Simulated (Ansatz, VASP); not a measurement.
# One calculation of Ge2As, two programs

INCAR

```
PREC = Accurate ; ENCUT = 600
EDIFF = 1E-6 ; ISMEAR = 0
SIGMA = 0.1 ; LREAL = F
LASPH = T ; NELM = 60
ALGO = Normal ; ISIF = 3
LWAVE = F ; LCHARG = F
GGA = PE ; IBRION = 2
NSW = 90 ; EDIFFG = -0.04
```

File KPOINTS:

```
regular mesh
0
Gamma
  6 6 6
```

The input POSCAR:

```
Ge2As
1.0
    0.0000000000      3.0201735495      3.0201735495
    3.0201735495      0.0000000000      3.0201735495
    3.0201735495      3.0201735495      0.0000000000
Ge As
2 1
Direct
    0.2500000000      0.2500000000      0.2500000000
    0.7500000000      0.7500000000      0.7500000000
    0.0000000000      0.0000000000      0.0000000000
```

Input for Ansatz:

```yaml
crystal:
  lattice:
    - [0.0, 3.0201735495, 3.0201735495]
    - [3.0201735495, 0.0, 3.0201735495]
    - [3.0201735495, 3.0201735495, 0.0]
  atoms:
    - { symbol: Ge, position: [0.25, 0.25, 0.25] }
    - { symbol: Ge, position: [0.75, 0.75, 0.75] }
    - { symbol: As, position: [0.0, 0.0, 0.0] }
basis:
  ecutwfc: 420
kpoints:
  mp_grid: { grid: [6, 6, 6] }
hamiltonian:
  xc: pbe
scf:
  occupations: { method: gaussian, width: 0.1 }
  lower_state_search: "off"
output:
  forces: true
  stress: true
  eigenvalues: true
relax:
  adjacent_minimum: "off"
  f_tol: 0.04
  max_steps: 70
  cell: { stress_tol: 0.4 }
```

Alike in both runs: task relaxation of cell and atoms; functional PBE; k mesh 6 × 6 × 6; occupations gaussian, width 0.1 eV; no spin polarisation.

```csv
,VASP,Ansatz
version,VASP 6.6.1,Ansatz 0.2.0
potentials or method,"VASP PAW PBE potentials, release 64 (Ge_d, As), cutoff 600 eV","scalar-relativistic, plane waves, PAW"
valence electrons in the cell,33,43
```

VASP gave:

| Property | Result |
| --- | --- |
| gap on the k mesh at the Fermi level, each at its own relaxed structure (eV) | none |
| relaxed volume (Å³/atom) | 22.75 |
| relaxed length of the cell vector where the two differ most in proportion (Å) | 4.587 |

Task: Which values does Ansatz return?

Result: gap on the k mesh at the Fermi level, each at its own relaxed structure (eV): none; relaxed volume (Å³/atom): 22.73; relaxed length of the cell vector where the two differ most in proportion (Å): 4.586.

A gap of «none» marks a metal or a gap that the smearing closes. VASP's potentials hold 33 valence electrons a cell and Ansatz's 43, so a difference there can come from the potentials and not from the codes.

Noted on VASP's run: the volume moved by over 15 % at a fixed basis, so the end points are rough.
